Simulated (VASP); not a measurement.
Crystal: BP.

```
B P
1.0
     0.00000    2.35905    2.23122
     2.35905    0.00000    2.23122
     2.35905    2.35905    0.00000
B P
1 1
Direct
  0.00000 0.00000 0.00000
  0.25000 0.25000 0.25000
```

This cell differs from its parent crystal: epitaxial xy strain +4.0%.

Base run:

| Quantity | Value |
| --- | --- |
| Program | VASP 6.6.1 |
| Functional | HSE06 |
| Potentials or basis | VASP PAW PBE potentials, release 64 (B, P) |
| Cutoff | 520 eV |
| k mesh | 6 × 6 × 6 |
| Occupations | gaussian, width 0.01 eV |
| Spin | no spin polarisation |

Its results: band gap on the k mesh 1.35 eV (least direct gap 3.69 eV); pressure -11.2 GPa.

Question: The run is repeated on the same cell with these changes: functional from HSE06 to r2SCAN; k mesh from 6 × 6 × 6 to 10 × 10 × 10. What comes out?

Answer: Band gap on the k mesh 0.68 eV (least direct gap 2.99 eV); pressure -9.8 GPa.

Several settings changed at once.

Caveats: the cell stands under tension; the PAW data sets were made with another functional, which shifts forces and pressure a little.

A k mesh can miss the band edges.
